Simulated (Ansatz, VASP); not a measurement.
## Two plane-wave programs on Al

```
Al
1.0
     2.97200    0.00000    0.00000
    -1.48600    2.57383    0.00000
     0.00000    0.00000    8.04340
Al
4
Direct
  0.00000 0.00000 0.00000
  0.33333 0.66667 0.25000
  0.00000 0.00000 0.50000
  0.66667 0.33333 0.75000
```

Alike in both runs: task single point; functional PBE; dispersion D3(BJ); k mesh 18 × 18 × 4; occupations gaussian, width 0.15 eV; no spin polarisation.

```csv
,VASP,Ansatz
version,VASP 6.6.1,Ansatz 0.2.0
potentials or method,"VASP PAW PBE potentials, release 64 (Al), cutoff 520 eV","scalar-relativistic, plane waves, PAW"
valence electrons in the cell,12,12
```

```csv
,VASP,Ansatz,Ansatz less VASP
gap on the k mesh at the Fermi level (eV),none,none,-
pressure (GPa),6.9,6.9,-0.01
"traceless stress, the component that is largest in VASP (GPa)",10.59,10.60,+0.017
```

A gap of «none» marks a metal or a gap that the smearing closes.
